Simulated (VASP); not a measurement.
Set up this calculation in VASP 6.6.1, as the native input.

```
Task                   : single point
Functional             : LDA
Potentials or basis    : VASP PAW LDA potentials, release 64 (O, C, H)
Cutoff                 : 520 eV
k mesh                 : 1 × 1 × 1
Occupations            : fermi-dirac, width 0.05 eV
Spin                   : no spin polarisation
Dipole correction      : no
Further INCAR settings : LREAL = Auto; ALGO = Normal; EDIFF = 1e-07; NBANDS = 98
```

The structure of H2CO2 lies in POSCAR:

```
H2CO2
1.0
    7.9581140000      0.0000000000      0.0000000000
    0.0000000000      7.9581140000      0.0000000000
    0.0000000000      0.0000000000      7.9581140000
O C H
16 8 16
Direct
    0.2775531992      0.3654383438      1.0391783782
    0.2458622734      0.3244487325      0.7628943240
    0.5578834382      0.7645907058      0.7392455047
    0.5011111929      0.5909566010      0.9486669832
    0.6887435892      0.2351562192      0.5950530490
    0.7870080775      0.1421442317      0.3528976840
    0.0109448043      0.8443332176      0.7453650450
    0.2292628630      0.9518209968      0.9111455302
    0.5852894291      0.7718160358      0.3866368338
    0.6600935850      0.5029206669      0.4499181590
    0.0447342172      0.0509794155      0.1928471997
    0.2069083202      0.0729569845      0.4335072355
    0.1934880551      0.6055957479      0.6151457494
    0.2162698348      0.4680128985      0.3724123580
    0.7174187251      0.3123227438      0.9270286905
    0.6078701562      0.0541334291      0.9050888188
    0.1926712786      0.3046953085      0.9098638195
    0.5057731015      0.6256633167      0.8007801849
    0.7561087966      0.1200661363      0.5062003384
    0.0802577093      0.9429495481      0.8619504571
    0.6256884483      0.6171939733      0.3561773556
    0.1858354882      0.0363528344      0.2853439898
    0.1673763407      0.5869732452      0.4349899989
    0.6563112818      0.1643479850      0.9876837653
    0.3921280846      0.4297374981      0.9972965957
    0.0711726422      0.2524844454      0.9325953360
    0.5840705474      0.8612719044      0.8219158459
    0.4529465147      0.5226740909      0.7167778697
    0.6697692443      0.3331316943      0.5112266550
    0.7901495254      0.0005277632      0.5635003469
    0.0831478413      0.7384789914      0.7132720139
   -0.0096630935      1.0450089054      0.9055286215
    0.5606479123      0.7869452486      0.5079721150
    0.6168672628      0.5956436412      0.2215223356
   -0.0540831659      0.0998854754      0.2725143168
    0.2920541224     -0.0347946762      0.2226029936
    0.2238218754      0.4869872435      0.6506818073
    0.1243259395      0.7118269479      0.3837215702
    0.7545380727      0.2761081332      0.8015969613
    0.6662633885      0.1528754175      1.1312981945
```

These files were run (other wordings do the same):

INCAR

```
SYSTEM = H2CO2
PREC = Accurate
ENCUT = 520
EDIFF = 1E-7
ISMEAR = -1
SIGMA = 0.05
LREAL = Auto
LASPH = .True.
NELM = 80
ALGO = Normal
ISIF = 2
LWAVE = .False.
LCHARG = .False.
GGA = CA
NBANDS = 98
```

KPOINTS

```
Automatic mesh
0
Gamma
  1 1 1
  0 0 0
```

Potentials or basis: VASP PAW LDA potentials, release 64 (O, C, H).

Run with:

```bash
$ cat potpaw_LDA.64/O/POTCAR potpaw_LDA.64/C/POTCAR potpaw_LDA.64/H/POTCAR > POTCAR
$ mpirun -np 1 vasp_gam > vasp.out
```

Results of the run:

The pressure is -0.8 GPa. The largest force is 6.854 eV/Å. The band gap on the k mesh is 3.16 eV.

Caveat: the k points lie up to 0.79 Å⁻¹ apart; the atoms stand as in a frame of molecular dynamics.

It took 83 s on 1 thread of Intel(R) Xeon(R) Platinum 8375C CPU @ 2.90GHz (Ice Lake), on a shared host, peak memory 0.36 GiB.
